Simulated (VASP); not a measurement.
Set up this calculation in VASP 6.6.1, as the native input.

```yaml
Task: single point
Functional: PBEsol
Potentials_or_basis: VASP PAW PBE potentials, release 64 (Ga_d, N)
Cutoff: 520 eV
k_mesh: 12 × 12 × 6
Occupations: gaussian, width 0.02 eV
Spin: no spin polarisation
Dipole_correction: no
Further_INCAR_settings: ALGO = Normal; EDIFF = 1e-07; NBANDS = 26
```

The structure of GaN lies in POSCAR:

```
GaN
1.0
    3.1825784895      0.0000000000      0.0000000000
   -1.5912892448      2.7561938215      0.0000000000
    0.0000000000      0.0000000000      5.1854260771
Ga N
2 2
Direct
    0.3333333333      0.6666666667     -0.0008058930
    0.6666666667      0.3333333333      0.4991941070
    0.3333333333      0.6666666667      0.3758058930
    0.6666666667      0.3333333333      0.8758058930
```

These files were run (other wordings do the same):

INCAR

```
  PREC = Accurate
  ENCUT = 520
  EDIFF = 1E-7
  ISMEAR = 0
  SIGMA = 0.02
  LREAL = False
  LASPH = True
  NELM = 60
  ALGO = Normal
  ISIF = 2
  LWAVE = False
  LCHARG = True
  GGA = PS
  LELF = True
  LVHAR = True
  NBANDS = 26
```

KPOINTS

```
regular mesh
0
Gamma
  12 12 6
```

Potentials or basis: VASP PAW PBE potentials, release 64 (Ga_d, N).

Launch:

```console
$ cat potpaw_PBE.64/Ga_d/POTCAR potpaw_PBE.64/N/POTCAR > POTCAR
$ mpirun -np 1 vasp_std > vasp.out
```

It gave:

- Pressure: -0.2 GPa
- Band gap on the k mesh: 1.89 eV, direct

Caveat: the PAW data sets were made with another functional, which shifts forces and pressure a little.

It took 96 s on 1 thread of AMD EPYC 7R43 64-Core Processor (Zen 3) (shared host), peak memory 0.16 GiB.
